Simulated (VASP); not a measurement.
# CO2 (P4_2/mnm) in VASP: single point with PBE+D3(BJ)

Aim: the single point of CO2 with PBE+D3(BJ).

All numbers are computed with VASP 6.6.1; they aren't measurements. Logs are shortened: lines on timing, memory, paths and dates and some standing lists are left out, and cuts for length are marked.

## (1) The cell of the first run

The structure is tetragonal, space group P4_2/mnm (No. 136). Conventional cell: a = 4.427 Å, b = 4.427 Å, c = 4.809 Å, α = 90.00°, β = 90.00°, γ = 90.00°. Within 1.6 Å of C (site symmetry mmm) lie 2 O at 1.17 Å. Within 1.6 Å of O (site symmetry m2m) lie 1 C at 1.17 Å.

## (2) Single point, PBE+D3(BJ)

The input, INCAR:

```
SYSTEM = CO2
PREC = Accurate
ENCUT = 600
EDIFF = 1E-6
ISMEAR = 0
SIGMA = 0.01
LREAL = .FALSE.
LASPH = .TRUE.
NELM = 120
ALGO = Normal
ISIF = 2
LWAVE = .FALSE.
LCHARG = .FALSE.
GGA = PE
IVDW = 12
NBANDS = 25
GGA_COMPAT = .FALSE.
```

The input, KPOINTS:

```
Automatic mesh
0
G
  6 6 6
  0 0 0
```

The input, POSCAR:

```
CO2
1.0
    4.4266920424      0.0000000000      0.0000000000
    0.0000000000      4.4266920424      0.0000000000
    0.0000000000      0.0000000000      4.8089848301
C O
2 4
Direct
    0.5000000000      0.5000000000      0.5000000000
    0.0000000000      0.0000000000      0.0000000000
    0.3132524780      0.6867475220      0.5000000000
    0.6867475220      0.3132524780      0.5000000000
    0.1867475220      0.1867475220      0.0000000000
    0.8132524780      0.8132524780      0.0000000000
```

Potentials or basis: VASP PAW PBE potentials, release 64 (C, O).

Started as:

```sh
cat potpaw_PBE.64/C/POTCAR potpaw_PBE.64/O/POTCAR > POTCAR
mpirun -np 1 vasp_std > vasp.out
```

OUTCAR:

```text
SYSTEM = CO2
   PREC = Accurate
   ENCUT = 600
   EDIFF = 1E-6
   ISMEAR = 0
   LREAL = .FALSE.
   LASPH = .TRUE.
   NELM = 120
   ISIF = 2
   GGA = PE
   IVDW = 12
 IVDW          = 12

 ion  position               nearest neighbor table
   1  0.500  0.500  0.500-   3 1.17   4 1.17
   2  0.000  0.000  0.000-   5 1.17   6 1.17
   3  0.313  0.687  0.500-   1 1.17
   4  0.687  0.313  0.500-   1 1.17
   5  0.187  0.187  0.000-   2 1.17
   6  0.813  0.813  0.000-   2 1.17

  LATTYP: Found a simple tetragonal cell.
 ALAT       =     4.4266920424
 C/A-ratio  =     1.0863608275

  Lattice vectors:

 A1 = (   4.4266920424,   0.0000000000,   0.0000000000)
 A2 = (   0.0000000000,   4.4266920424,   0.0000000000)
 A3 = (   0.0000000000,   0.0000000000,   4.8089848301)

Analysis of symmetry for initial positions (statically):
=====================================================================
 Subroutine PRICEL returns:
 Original cell was already a primitive cell.

 Routine SETGRP: Setting up the symmetry group for a
 simple tetragonal supercell.

 Subroutine GETGRP returns: Found 16 space group operations
 (whereof  8 operations were pure point group operations)
 out of a pool of 16 trial point group operations.

The static configuration has the point symmetry D_2h.
 The point group associated with its full space group is D_4h.

Analysis of symmetry for dynamics (positions and initial velocities):
=====================================================================
 Subroutine PRICEL returns:
 Original cell was already a primitive cell.

 Routine SETGRP: Setting up the symmetry group for a
 simple tetragonal supercell.

 Subroutine GETGRP returns: Found 16 space group operations
 (whereof  8 operations were pure point group operations)
 out of a pool of 16 trial point group operations.

The dynamic configuration has the point symmetry D_2h.
 The point group associated with its full space group is D_4h.

 Subroutine INISYM returns: Found 16 space group operations
 (whereof  8 operations are pure point group operations),
 and found     1 'primitive' translations

----------------------------------------------------------------------------------------

                                     Primitive cell

  volume of cell :      94.2350

  direct lattice vectors                    reciprocal lattice vectors
     4.426692042  0.000000000  0.000000000     0.225902319  0.000000000  0.000000000
     0.000000000  4.426692042  0.000000000     0.000000000  0.225902319  0.000000000
     0.000000000  0.000000000  4.808984830     0.000000000  0.000000000  0.207944095

  length of vectors
     4.426692042  4.426692042  4.808984830     0.225902319  0.225902319  0.207944095

  position of ions in fractional coordinates (direct lattice)
     0.500000000  0.500000000  0.500000000
     0.000000000  0.000000000  0.000000000
     0.313252478  0.686747522  0.500000000
     0.686747522  0.313252478  0.500000000
     0.186747522  0.186747522  0.000000000
     0.813252478  0.813252478  0.000000000

  ion indices of the primitive-cell ions
   primitive index   ion index
                 1           1
                 2           2
                 3           3
                 4           4
                 5           5
                 6           6

----------------------------------------------------------------------------------------

 KPOINTS: Automatic mesh

Automatic generation of k-mesh.
 Grid dimensions read from file:
 generate k-points for:    6    6    6

 Generating k-lattice:

  Cartesian coordinates                     Fractional coordinates (reciprocal lattice)
     0.037650387  0.000000000  0.000000000     0.166666667  0.000000000  0.000000000
     0.000000000  0.037650387  0.000000000     0.000000000  0.166666667  0.000000000
     0.000000000  0.000000000  0.034657349     0.000000000  0.000000000  0.166666667

  Length of vectors
     0.037650387  0.037650387  0.034657349

  Shift w.r.t. Gamma in fractional coordinates (k-lattice)
     0.000000000  0.000000000  0.000000000

 Subroutine IBZKPT returns following result:
 ===========================================

 Found     40 irreducible k-points:

 Following reciprocal coordinates:
            Coordinates               Weight
  0.000000  0.000000  0.000000      1.000000
  0.166667  0.000000  0.000000      4.000000
  0.333333  0.000000  0.000000      4.000000
  0.500000  0.000000  0.000000      2.000000
  0.166667  0.166667  0.000000      4.000000
  0.333333  0.166667  0.000000      8.000000
[... 16 lines left out ...]
  0.333333  0.000000  0.333333      8.000000
  0.500000  0.000000  0.333333      4.000000
 [... further k-points ...]
   k-points           NKPTS =     40   k-points in BZ     NKDIM =     40   number of bands    NBANDS=     25
   number of dos      NEDOS =    301   number of ions     NIONS =      6
   total plane-waves  NPLWV =  51840
   dimension x,y,z NGX =    36 NGY =   36 NGZ =   40
   dimension x,y,z NGXF=    72 NGYF=   72 NGZF=   80
   ions per type =               2   4
   NGX,Y,Z   is equivalent  to a cutoff of  13.52, 13.52, 13.83 a.u.
   NGXF,Y,Z  is equivalent  to a cutoff of  27.04, 27.04, 27.66 a.u.
 SYSTEM =  CO2
   PREC   = accura    normal or accurate (medium, high low for compatibility)
   ISTART =      0    job   : 0-new  1-cont  2-samecut
   ICHARG =      2    charge: 1-file 2-atom 10-const
   ISPIN  =      1    spin polarized calculation?
   LNONCOLLINEAR =      F non collinear calculations
   LSORBIT =      F    spin-orbit coupling
   LASPH  =      T    aspherical Exc in radial PAW
   ENCUT  =  600.0 eV  44.10 Ry    6.64 a.u.   8.84  8.84  9.60*2*pi/ulx,y,z
   NELM   =    120;   NELMIN=  2; NELMDL= -5     # of ELM steps
   EDIFF  = 0.1E-05   stopping-criterion for ELM
   LREAL  =      F    real-space projection
[... 7 lines left out ...]
   TEBEG  =    0.0;   TEEND  =   0.0 temperature during run
   PSTRESS=    0.0 pullay stress
   NELECT =      32.0000    total number of electrons
   NUPDOWN=      -1.0000    fix difference up-down
   EMIN   =  10.00;   EMAX   =-10.00  energy-range for DOS
   EFERMI =   0.00;   METHOD = LEGACY
   ISMEAR =     0;   SIGMA  =   0.01  broadening in eV -4-tet -1-fermi 0-gaus
   EFERMI_NEDOS =   21; number of points for ismear=-14 and -15
   IALGO  =     38    algorithm
   IMIX   =      4    mixing-type and parameters
     AMIX     =   0.40;   BMIX     =  1.00
     AMIX_MAG =   1.60;   BMIX_MAG =  1.00
  volume/ion in A,a.u.               =      15.71       105.99
  Fermi-wavevector in a.u.,A,eV,Ry     =   1.142144  2.158339 17.748700  1.304493
  Thomas-Fermi vector in A             =   2.278842
   LORBIT       =      0    0 simple, 1 ext, 2 COOP (PROOUT), +10 PAW based schemes
   GGA     = PE    functional components
   LHFCALC =     F    Hartree Fock is set to
   AEXX    =    0.0000 exact exchange contribution
   IVDW    =    12    specifies the selected vdW correction
   LEPSILON=     F    determine dielectric tensor
   LRPA    =     F    only Hartree local field effects (RPA)
 non-spin polarized calculation
 Gauss-broadening in eV      SIGMA  =   0.01
  energy-cutoff  :      600.00
  volume of cell :       94.23
 maximum number of plane-waves:      3184
 NGX is ok and might be reduce to    36
   NGX = 17   NGY = 17   NGZ = 19

 number of electron      32.0000025 magnetization

 Free energy of the ion-electron system (eV)
  ---------------------------------------------------
  ext. energy  EPLUGINS =         0.00000000
  ---------------------------------------------------
  free energy    TOTEN  =       -46.08619403 eV

  energy without entropy =      -46.08619403  energy(sigma->0) =      -46.08619403

 E-fermi :  -3.7356     XC(G=0):  -7.5699

 val. band max:       -3.8686045696   @ k =   0.5000   0.5000   0.5000
 cond. band min:       2.6624321794   @ k =   0.0000   0.0000   0.0000
 fundamental gap:      6.5310367490
 Fermi energy:        -3.7356467640

 k-point     1 :       0.0000    0.0000    0.0000
  band No.  band energies     occupation
      1     -24.5038      2.00000
      2     -24.3030      2.00000
      3     -23.3589      2.00000
      4     -23.3589      2.00000
      5      -9.2267      2.00000
      6      -8.9694      2.00000
[... 17 lines left out ...]
     24      11.0718      0.00000
     25      11.3543      0.00000

 k-point     2 :       0.1667    0.0000    0.0000
  band No.  band energies     occupation
      1     -24.4858      2.00000
      2     -24.3108      2.00000
      3     -23.3648      2.00000
      4     -23.3635      2.00000
      5      -9.1925      2.00000
      6      -8.9951      2.00000
[... 17 lines left out ...]
     24      10.9593      0.00000
     25      11.1529      0.00000

 k-point     3 :       0.3333    0.0000    0.0000
  band No.  band energies     occupation
      1     -24.4391      2.00000
      2     -24.3367      2.00000
      3     -23.3756      2.00000
      4     -23.3736      2.00000
      5      -9.1168      2.00000
      6      -9.0363      2.00000
[... 17 lines left out ...]
     24      10.5471      0.00000
     25      10.6921      0.00000

 k-point     4 :       0.5000    0.0000    0.0000
  band No.  band energies     occupation
      1     -24.3827      2.00000
      2     -24.3827      2.00000
      3     -23.3798      2.00000
      4     -23.3798      2.00000
      5      -9.0639      2.00000
      6      -9.0639      2.00000
[... 17 lines left out ...]
     24       9.4674      0.00000
     25      10.5869      0.00000
[... 477 lines left out ...]
 k-point    22 :       0.1667    0.0000    0.3333
  band No.  band energies     occupation
      1     -24.4413      2.00000
      2     -24.3537      2.00000
      3     -23.3646      2.00000
      4     -23.3640      2.00000
      5      -9.2083      2.00000
      6      -9.0977      2.00000
[... 17 lines left out ...]
     24      11.0995      0.00000
     25      11.2570      0.00000

 k-point    23 :       0.3333    0.0000    0.3333
  band No.  band energies     occupation
      1     -24.4111      2.00000
      2     -24.3597      2.00000
      3     -23.3767      2.00000
      4     -23.3755      2.00000
      5      -9.0965      2.00000
      6      -9.0589      2.00000
[... 17 lines left out ...]
     24       9.9256      0.00000
     25      10.9389      0.00000

 k-point    24 :       0.5000    0.0000    0.3333
  band No.  band energies     occupation
      1     -24.3793      2.00000
      2     -24.3793      2.00000
      3     -23.3820      2.00000
      4     -23.3820      2.00000
      5      -9.0191      2.00000
      6      -9.0191      2.00000
[... 17 lines left out ...]
     24       8.7791      0.00000
     25      10.9846      0.00000

 [... further k-points ...]

------------------------ aborting loop because EDIFF is reached ----------------------------------------

 Edisp (eV)   -0.38842

 E8    (eV) :    -0.0985

  FORCE on cell =-STRESS in cart. coord.  units (eV):
  Direction    XX          YY          ZZ          XY          YZ          ZX
  --------------------------------------------------------------------------------------
  -------------------------------------------------------------------------------------
  Total       1.19050     1.19050    -0.23845     0.00000     0.00000     0.00000
  in kB      20.24088    20.24088    -4.05403     0.00000     0.00000     0.00000
  external pressure =       12.14 kB  Pullay stress =        0.00 kB

 VOLUME and BASIS-vectors are now :
 -----------------------------------------------------------------------------
  energy-cutoff  :      600.00
  volume of cell :       94.23
      direct lattice vectors                 reciprocal lattice vectors
     4.426692042  0.000000000  0.000000000     0.225902319  0.000000000  0.000000000
     0.000000000  4.426692042  0.000000000     0.000000000  0.225902319  0.000000000
     0.000000000  0.000000000  4.808984830     0.000000000  0.000000000  0.207944095

 POSITION                                       TOTAL-FORCE (eV/Angst)
 -----------------------------------------------------------------------------------
      2.21335      2.21335      2.40449         0.000000      0.000000      0.000000
      0.00000      0.00000      0.00000         0.000000      0.000000      0.000000
      1.38667      3.04002      2.40449        -0.428563      0.428563     -0.000000
      3.04002      1.38667      2.40449         0.428563     -0.428563      0.000000
      0.82667      0.82667      0.00000         0.428563      0.428563     -0.000000
      3.60002      3.60002      0.00000        -0.428563     -0.428563      0.000000
 -----------------------------------------------------------------------------------
    total drift:                               -0.000000      0.000000     -0.000000

  FREE ENERGIE OF THE ION-ELECTRON SYSTEM (eV)
  ---------------------------------------------------
  free  energy   TOTEN  =       -46.4746144609 eV

  energy  without entropy=      -46.4746144609  energy(sigma->0) =      -46.47461446
```

Run time: 2.2 min. Hardware: 1 thread of AMD EPYC 7R43 (Zen 3), shared host; peak memory 0.24 GiB.

Results:

```yaml
Free_energy: -46.4746 eV
Pressure: 1.2 GPa
Largest_force: 0.606 eV/Å
Band_gap_on_the_k_mesh: 6.53 eV, indirect (least direct gap 6.87 eV)
Dispersion_energy_per_atom: -0.065 eV
```

Forces on the atoms (eV/Å):
```
C    0.000  0.000  0.000
C    0.000  0.000  0.000
O   -0.429  0.429  0.000
O    0.429 -0.429  0.000
O    0.429  0.429  0.000
O   -0.429 -0.429  0.000
```

Levels at points of the mesh, in eV from the valence-band top:
```
           k point  band 14  band 15  band 16  band 17  band 18  band 19
(0.00, 0.00, 0.00)    -0.36    -0.34    -0.34     6.53     7.70     8.09
(0.50, 0.00, 0.00)    -0.38    -0.36    -0.36     8.18     8.18     8.28
(0.50, 0.50, 0.00)    -0.48     0.00     0.00     8.30     8.30     8.36
(0.00, 0.00, 0.50)    -0.71    -0.35    -0.35     7.94     7.94     8.18
(0.50, 0.00, 0.50)    -0.65    -0.18    -0.18     8.06     8.06     8.49
(0.50, 0.50, 0.50)    -0.39     0.00     0.00     7.85     7.85     8.37
```

A k mesh can miss the band edges. As with any semilocal functional, this PBE gap is likely too small.
